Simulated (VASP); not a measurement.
# SrTiO3 (C2/m) in VASP: further runs

Runs on SrTiO3. Level: PBE. Tasks: single point.

Program: VASP 6.6.1. These are calculated values, not measurements. Logs are shortened: lines on timing, memory, paths and dates and some standing lists are left out, and cuts for length are marked.

### 1 The cell of the first run

The structure is monoclinic, space group C2/m (No. 12). The conventional cell has a = 7.753 Å, b = 7.961 Å, c = 5.426 Å, α = 90.00°, β = 133.37°, γ = 90.00°. Within 3.5 Å of Sr (site symmetry m) lie 12 O at 2.60 to 2.94 Å and 8 Ti at 3.36 to 3.45 Å. Within 2.6 Å of Ti (site symmetry -1) lie 6 O at 1.95 to 2.00 Å. Within 2.6 Å of O (site symmetry 2) lie 2 Ti at 1.97 Å. Within 3.0 Å of O (site symmetry m) lie 2 Ti at 2.00 Å and 4 Sr at 2.60 to 2.94 Å and 8 O at 2.78 to 2.81 Å. O (site symmetry 2) has 2 Ti at 1.95 Å and 4 Sr at 2.68 to 2.93 Å and 8 O at 2.72 to 2.82 Å within 3.0 Å.

### 2 Single point, PBE

INCAR

```
SYSTEM = SrTiO3
ALGO = Normal
EDIFF = 1E-6
ENCUT = 520
GGA = PE
ISIF = 2
ISMEAR = 0
LASPH = .TRUE.
LCHARG = .FALSE.
LREAL = .FALSE.
LWAVE = .FALSE.
NBANDS = 51
NELM = 80
PREC = Accurate
SIGMA = 0.05
```

KPOINTS

```
k-points
0
G
  8 8 8
  0 0 0
```

POSCAR

```
SrTiO3
1.0
   -2.8673472728      2.7619696510      3.9467274087
    2.7619696510     -2.8673472728      3.9467274087
    2.7931859456      2.7931859456     -4.0208887359
Sr Ti O
2 2 6
Direct
    0.7500000000      0.2500000000      0.5000000000
    0.2500000000      0.7500000000      0.5000000000
    0.0000000000      0.0000000000      0.0000000000
    0.5000000000      0.5000000000      0.0000000000
    0.2500000000      0.2500000000      0.0000000000
    0.7500000000      0.7500000000      0.0000000000
    0.7280787197      0.2280787197      0.9561574394
    0.2280787197      0.2719212803      0.5000000000
    0.2719212803      0.7719212803      0.0438425606
    0.7719212803      0.7280787197      0.5000000000
```

Potentials or basis: VASP PAW PBE potentials, release 64 (Sr_sv, Ti_sv, O).

Run with:

```sh
$ cat potpaw_PBE.64/Sr_sv/POTCAR potpaw_PBE.64/Ti_sv/POTCAR potpaw_PBE.64/O/POTCAR > POTCAR
$ mpirun -np 1 vasp_std > vasp.out
```

OUTCAR:

```text
SYSTEM = SrTiO3
   EDIFF = 1E-6
   ENCUT = 520
   GGA = PE
   ISIF = 2
   ISMEAR = 0
   LASPH = .TRUE.
   LREAL = .FALSE.
   NELM = 80
   PREC = Accurate

 ion  position               nearest neighbor table
   1  0.750  0.250  0.500-   9 2.60   8 2.68  10 2.68   7 2.70   5 2.78   6 2.78   6 2.78   5 2.78
                             9 2.83   8 2.93  10 2.93   7 2.94   4 3.36   3 3.36   3 3.36   4 3.36
   2  0.250  0.750  0.500-   7 2.60   8 2.68  10 2.68   9 2.70   5 2.78   6 2.78   5 2.78   6 2.78
                             7 2.83   8 2.93  10 2.93   9 2.94   3 3.36   4 3.36   4 3.36   3 3.36
   3  0.000  0.000  0.000-   8 1.95  10 1.95   5 1.97   6 1.97   9 2.00   7 2.00   1 3.36   2 3.36
                             1 3.36   2 3.36   2 3.45   2 3.45   1 3.45   1 3.45
   4  0.500  0.500  0.000-  10 1.95   8 1.95   5 1.97   6 1.97   7 2.00   9 2.00   2 3.36   1 3.36
                             2 3.36   1 3.36   2 3.45   2 3.45   1 3.45   1 3.45
   5  0.250  0.250  0.000-   3 1.97   4 1.97   1 2.78   2 2.78   2 2.78   1 2.78
   6  0.750  0.750  0.000-   3 1.97   4 1.97   1 2.78   2 2.78   1 2.78   2 2.78
   7  0.728  0.228  0.956-   3 2.00   4 2.00   2 2.60   1 2.70   2 2.83   1 2.94
   8  0.228  0.272  0.500-   4 1.95   3 1.95   1 2.68   2 2.68   1 2.93   2 2.93
   9  0.272  0.772  0.044-   3 2.00   4 2.00   1 2.60   2 2.70   1 2.83   2 2.94
  10  0.772  0.728  0.500-   3 1.95   4 1.95   1 2.68   2 2.68   1 2.93   2 2.93

  Warning from LATTYP: Got some problem with cell dimensions!
  Tried to take original basis but could not verify dimensions!
  LATTYP: Found a base centered monoclinic cell.
 ALAT       =     7.7527153935
 B/A-ratio  =     1.0268732872
 C/A-ratio  =     0.6999303941
 COS(beta)  =    -0.6867125847

  Lattice vectors:

 A1 = (  -5.5551555966,   0.0741613272,   0.0741613272)
 A2 = (   0.0741613272,  -5.5551555966,   0.0741613272)
 A3 = (   2.6878083238,   2.6878083238,   3.8725660815)

Analysis of symmetry for initial positions (statically):
=====================================================================
 Subroutine PRICEL returns:
 Original cell was already a primitive cell.

 Routine SETGRP: Setting up the symmetry group for a
 base centered monoclinic supercell.

 Subroutine GETGRP returns: Found  4 space group operations
 (whereof  2 operations were pure point group operations)
 out of a pool of  4 trial point group operations.

The static configuration has the point symmetry S_2 .
 The point group associated with its full space group is C_2h.

Analysis of symmetry for dynamics (positions and initial velocities):
=====================================================================
 Subroutine PRICEL returns:
 Original cell was already a primitive cell.

 Routine SETGRP: Setting up the symmetry group for a
[... 137 lines left out ...]
   EFERMI =   0.00;   METHOD = LEGACY
   ISMEAR =     0;   SIGMA  =   0.05  broadening in eV -4-tet -1-fermi 0-gaus
   EFERMI_NEDOS =   21; number of points for ismear=-14 and -15
   IALGO  =     38    algorithm
   IMIX   =      4    mixing-type and parameters
     AMIX     =   0.40;   BMIX     =  1.00
     AMIX_MAG =   1.60;   BMIX_MAG =  1.00
  volume/ion in A,a.u.               =      12.17        82.15
  Fermi-wavevector in a.u.,A,eV,Ry     =   1.423333  2.689709 27.563714  2.025876
  Thomas-Fermi vector in A             =   2.543941
   LORBIT       =      0    0 simple, 1 ext, 2 COOP (PROOUT), +10 PAW based schemes
   GGA     = PE    functional components
   LHFCALC =     F    Hartree Fock is set to
   AEXX    =    0.0000 exact exchange contribution
   IVDW    =     0    specifies the selected vdW correction
   LEPSILON=     F    determine dielectric tensor
   LRPA    =     F    only Hartree local field effects (RPA)
 non-spin polarized calculation
 Gauss-broadening in eV      SIGMA  =   0.05
  energy-cutoff  :      520.00
  volume of cell :      121.73
 maximum number of plane-waves:      3303
 NGX is ok and might be reduce to    42
   NGX = 21   NGY = 21   NGZ = 21

 number of electron      80.0000013 magnetization

 Free energy of the ion-electron system (eV)
  ---------------------------------------------------
  ext. energy  EPLUGINS =         0.00000000
  ---------------------------------------------------
  free energy    TOTEN  =       -80.12137615 eV

  energy without entropy =      -80.12137615  energy(sigma->0) =      -80.12137615

 E-fermi :   4.1491     XC(G=0): -11.1554

 val. band max:        3.9384732354   @ k =  -0.1250   0.1250   0.0000
 cond. band min:       5.7222170276   @ k =   0.0000   0.0000   0.0000
 fundamental gap:      1.7837437923
 Fermi energy:         4.1491084509

 k-point     1 :       0.0000    0.0000    0.0000
  band No.  band energies     occupation
      1     -52.6234      2.00000
      2     -52.6193      2.00000
      3     -28.9343      2.00000
      4     -28.9031      2.00000
      5     -28.8937      2.00000
      6     -28.8710      2.00000
[... 1285 lines left out ...]
     50      10.6989      0.00000
     51      10.9220      0.00000

 [... further k-points ...]

------------------------ aborting loop because EDIFF is reached ----------------------------------------

  FORCE on cell =-STRESS in cart. coord.  units (eV):
  Direction    XX          YY          ZZ          XY          YZ          ZX
  --------------------------------------------------------------------------------------
  -------------------------------------------------------------------------------------
  Total        0.7151059      0.7151059      0.6057860      2.2417510      2.2988985      2.2988986
  in kB        9.4120818      9.4120818      7.9732354     29.5054817     30.2576447     30.2576460
  external PRESSURE =       8.9324663 kB  Pullay stress =       0.0000000 kB

 VOLUME and BASIS-vectors are now :
 -----------------------------------------------------------------------------
  energy-cutoff  :      520.00
  volume of cell :      121.73
      direct lattice vectors                 reciprocal lattice vectors
    -2.867347273  2.761969651  3.946727409     0.004151348  0.181792794  0.129169594
     2.761969651 -2.867347273  3.946727409     0.181792794  0.004151348  0.129169594
     2.793185946  2.793185946 -4.020888736     0.182514586  0.182514586  0.004873139

 POSITION                                       TOTAL-FORCE (eV/Angst)
 -----------------------------------------------------------------------------------
     -0.06343      2.75123      1.93628         0.047704      0.047704      0.046786
      2.75123     -0.06343      1.93628        -0.047704     -0.047704     -0.046786
      0.00000      0.00000      0.00000         0.000000      0.000000      0.000000
     -0.05269     -0.05269      3.94673         0.000000      0.000000      0.000000
     -0.02634     -0.02634      1.97336        -0.000940      0.000940      0.000000
     -0.07903     -0.07903      5.92009         0.000940     -0.000940     -0.000000
      1.21302      4.02768     -0.07091         0.017005      0.017005      0.047383
      1.49365      1.24685     -0.03708         0.009021     -0.009021     -0.000000
      1.47479     -1.33987      3.94348        -0.017005     -0.017005     -0.047383
      1.19416      1.44096      3.90965        -0.009021      0.009021     -0.000000
 -----------------------------------------------------------------------------------
    total drift:                               -0.000000      0.000000      0.000000

  FREE ENERGIE OF THE ION-ELECTRON SYSTEM (eV)
  ---------------------------------------------------
  free  energy   TOTEN  =       -80.1213761476 eV

  energy  without entropy=      -80.1213761476  energy(sigma->0) =      -80.12137615
```

Wall time 28 min (1 thread of Oxide Virtual Turin-like, shared host); peak memory 0.77 GiB.

What came out:

```yaml
Free_energy: -80.1214 eV
Pressure: 0.9 GPa
Largest_force: 0.082 eV/Å
Band_gap_on_the_k_mesh: 1.78 eV
```

Forces on the atoms (eV/Å):
```
Sr   0.048  0.048  0.047
Sr  -0.048 -0.048 -0.047
Ti   0.000  0.000  0.000
Ti   0.000  0.000  0.000
O   -0.001  0.001  0.000
O    0.001 -0.001  0.000
O    0.017  0.017  0.047
O    0.009 -0.009  0.000
O   -0.017 -0.017 -0.047
O   -0.009  0.009  0.000
```

Stress tensor (GPa, compression positive):
```
0.94 2.95 3.03
2.95 0.94 3.03
3.03 3.03 0.80
```

### 3 Single point, PBE

This run uses another cell than the first one, of 12.92 Å³/atom.

INCAR

```
PREC = Accurate ; ENCUT = 520
EDIFF = 1E-7 ; ISMEAR = 0
SIGMA = 0.05 ; LREAL = F
LASPH = T ; NELM = 80
ALGO = Normal ; ISIF = 2
LWAVE = F ; LCHARG = T
GGA = PE ; LELF = T
LVHAR = T ; NBANDS = 51
```

KPOINTS

```
regular mesh
0
Gamma
  8 8 8
```

POSCAR, as its differences from that of step 2:

```diff
@@ -2,5 +2,5 @@
 1.0
-   -2.8673472728      2.7619696510      3.9467274087
-    2.7619696510     -2.8673472728      3.9467274087
-    2.7931859456      2.7931859456     -4.0208887359
+   -2.9228988288      2.8175212070      4.0256619569
+    2.8175212070     -2.9228988288      4.0256619569
+    2.8487375016      2.8487375016     -4.0998232841
 Sr Ti O
```

Potentials or basis: VASP PAW PBE potentials, release 64 (Sr_sv, Ti_sv, O).

Run with:

```sh
$ cat potpaw_PBE.64/Sr_sv/POTCAR potpaw_PBE.64/Ti_sv/POTCAR potpaw_PBE.64/O/POTCAR > POTCAR
$ mpirun -np 1 vasp_std > vasp.out
```

OUTCAR:

```text
PREC = Accurate
   ENCUT = 520
   EDIFF = 1E-7
   ISMEAR = 0
   LREAL = F
   LASPH = T
   NELM = 80
   ISIF = 2
   GGA = PE

 ion  position               nearest neighbor table
   1  0.750  0.250  0.500-   9 2.65   8 2.74  10 2.74   7 2.75   5 2.83   6 2.83   6 2.83   5 2.83
                             9 2.89   8 2.99  10 2.99   7 3.00   4 3.43   3 3.43   3 3.43   4 3.43
   2  0.250  0.750  0.500-   7 2.65   8 2.74  10 2.74   9 2.75   5 2.83   6 2.83   5 2.83   6 2.83
                             7 2.89   8 2.99  10 2.99   9 3.00   3 3.43   4 3.43   4 3.43   3 3.43
   3  0.000  0.000  0.000-   8 1.99  10 1.99   5 2.01   6 2.01   9 2.04   7 2.04   1 3.43   2 3.43
                             1 3.43   2 3.43   2 3.52   2 3.52   1 3.52   1 3.52
   4  0.500  0.500  0.000-  10 1.99   8 1.99   5 2.01   6 2.01   7 2.04   9 2.04   2 3.43   1 3.43
                             2 3.43   1 3.43   2 3.52   2 3.52   1 3.52   1 3.52
   5  0.250  0.250  0.000-   3 2.01   4 2.01   1 2.83   2 2.83   2 2.83   1 2.83
   6  0.750  0.750  0.000-   3 2.01   4 2.01   1 2.83   2 2.83   1 2.83   2 2.83
   7  0.728  0.228  0.956-   3 2.04   4 2.04   2 2.65   1 2.75   2 2.89   1 3.00
   8  0.228  0.272  0.500-   4 1.99   3 1.99   1 2.74   2 2.74   1 2.99   2 2.99
   9  0.272  0.772  0.044-   3 2.04   4 2.04   1 2.65   2 2.75   1 2.89   2 3.00
[... 1515 lines left out ...]

  FORCE on cell =-STRESS in cart. coord.  units (eV):
  Direction    XX          YY          ZZ          XY          YZ          ZX
  --------------------------------------------------------------------------------------
  -------------------------------------------------------------------------------------
  Total       -6.4950116     -6.4950116     -6.7136659      1.7701761      2.1652902      2.1652903
  in kB      -80.5537204    -80.5537204    -83.2655584     21.9544286     26.8547915     26.8547927
  external PRESSURE =     -81.4576664 kB  Pullay stress =       0.0000000 kB

 VOLUME and BASIS-vectors are now :
 -----------------------------------------------------------------------------
  energy-cutoff  :      520.00
  volume of cell :      129.18
      direct lattice vectors                 reciprocal lattice vectors
    -2.922898829  2.817521207  4.025661957     0.003989031  0.178192312  0.126587608
     2.817521207 -2.922898829  4.025661957     0.178192312  0.003989031  0.126587608
     2.848737502  2.848737502 -4.099823284     0.178885881  0.178885881  0.004682601

 POSITION                                       TOTAL-FORCE (eV/Angst)
 -----------------------------------------------------------------------------------
     -0.06343      2.80678      1.97575         0.036669      0.036669      0.031568
      2.80678     -0.06343      1.97575        -0.036669     -0.036669     -0.031568
      0.00000      0.00000      0.00000        -0.000000      0.000000     -0.000000
     -0.05269     -0.05269      4.02566        -0.000000      0.000000     -0.000000
     -0.02634     -0.02634      2.01283         0.000040     -0.000040     -0.000000
     -0.07903     -0.07903      6.03849        -0.000040      0.000040     -0.000000
      1.23836      4.10857     -0.07091         0.029552      0.029552      0.029371
      1.52386      1.27219     -0.03708        -0.022684      0.022684      0.000000
      1.50500     -1.36521      4.02241        -0.029552     -0.029552     -0.029371
      1.21950      1.47117      3.98858         0.022684     -0.022684      0.000000
 -----------------------------------------------------------------------------------
    total drift:                                0.000000      0.000000      0.000000

  FREE ENERGIE OF THE ION-ELECTRON SYSTEM (eV)
  ---------------------------------------------------
  free  energy   TOTEN  =       -79.9533432383 eV

  energy  without entropy=      -79.9533432383  energy(sigma->0) =      -79.95334324
```

Run time: 42 min. Hardware: 1 thread of Oxide Virtual Turin-like, shared host; peak memory 0.86 GiB.

Results:

```
Free energy            : -79.9533 eV
Pressure               : -8.1 GPa
Largest force          : 0.061 eV/Å
Band gap on the k mesh : 1.67 eV
```

Forces on the atoms (eV/Å):
```
Sr   0.037  0.037  0.032
Sr  -0.037 -0.037 -0.032
Ti   0.000  0.000  0.000
Ti   0.000  0.000  0.000
O    0.000  0.000  0.000
O    0.000  0.000  0.000
O    0.030  0.030  0.029
O   -0.023  0.023  0.000
O   -0.030 -0.030 -0.029
O    0.023 -0.023  0.000
```

Levels at points of the mesh, in eV from the valence-band top:
```
           k point  band 37  band 38  band 39  band 40  band 41  band 42  band 43  band 44
(0.00, 0.00, 0.00)    -0.27    -0.15    -0.06     0.00     1.67     1.74     1.79     3.54
(0.50, 0.00, 0.00)    -0.82    -0.79    -0.57    -0.54     2.92     2.96     3.04     3.05
(0.50, 0.50, 0.00)    -1.31    -0.86    -0.53    -0.04     1.85     3.20     3.25     3.32
(0.00, 0.00, 0.50)    -1.40    -0.74    -0.72    -0.12     1.83     3.20     3.34     3.41
(0.50, 0.00, 0.50)    -0.72    -0.65    -0.53    -0.49     2.96     2.97     3.01     3.02
(0.50, 0.50, 0.50)    -1.42    -0.67    -0.67    -0.12     1.86     3.20     3.29     3.38
```

Caveat: the cell stands under tension.

(Continued in part 2 of 2.)
